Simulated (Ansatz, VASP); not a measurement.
Os in VASP and in Ansatz

File INCAR:

```
PREC = Accurate
ENCUT = 520
EDIFF = 1E-6
ISMEAR = -1
SIGMA = 0.05
LREAL = False
LASPH = True
NELM = 100
ALGO = Normal
ISIF = 2
LWAVE = False
LCHARG = True
GGA = PS
LELF = True
LVHAR = True
NBANDS = 15
```

Contents of KPOINTS:

```
regular mesh
0
Gamma
  11 11 6
```

Contents of POSCAR:

```
Os
1.0
    2.7700791260      0.0000000000      0.0000000000
   -1.3850395630      2.3989588936      0.0000000000
    0.0000000000      0.0000000000      4.3765446767
Os
2
Direct
    0.6666666667      0.3333333333      0.7500000000
    0.3333333333      0.6666666667      0.2500000000
```

File input.yaml:

```yaml
crystal:
  lattice:
    - [2.770079126, 0.0, 0.0]
    - [-1.385039563, 2.3989588936, 0.0]
    - [0.0, 0.0, 4.3765446767]
  atoms:
    - { symbol: Os, position: [0.6666666667, 0.3333333333, 0.75] }
    - { symbol: Os, position: [0.3333333333, 0.6666666667, 0.25] }
hamiltonian:
  xc: pbesol
  pseudopotentials: { kind: paw }
kpoints:
  mp_grid: { grid: [11, 11, 6] }
scf:
  occupations: { method: fermi_dirac, width: 0.05 }
output:
  forces: true
  stress: true
  eigenvalues: true
  write_density: true
  write_potential: true
  elf: true
  volumetric_format: npy
```

Alike in both runs: task single point; functional PBEsol; k mesh 11 × 11 × 6; occupations fermi-dirac, width 0.05 eV; no spin polarisation.

|  | VASP | Ansatz |
| --- | --- | --- |
| version | VASP 6.6.1 | Ansatz 0.2.0 |
| potentials or method | VASP PAW PBE potentials, release 64 (Os) | Ansatz PAW |
| plane-wave cutoff (eV) | 520 | 420 |
| valence electrons in the cell | 16 | 32 |

|  | VASP | Ansatz | Ansatz less VASP |
| --- | --- | --- | --- |
| gap on the k mesh at the Fermi level (eV) | none | none | - |
| pressure (GPa) | -17.6 | -17.6 | -0.02 |
| traceless stress, the component that is largest in VASP (GPa) | -0.76 | -0.69 | +0.076 |

VASP's potentials were made for PBE, not for PBEsol. A gap of «none» marks a metal or a gap that the smearing closes. VASP's potentials hold 16 valence electrons a cell and Ansatz's 32, so a difference there can come from the potentials and not from the codes.

Neither program's run includes spin-orbit coupling.
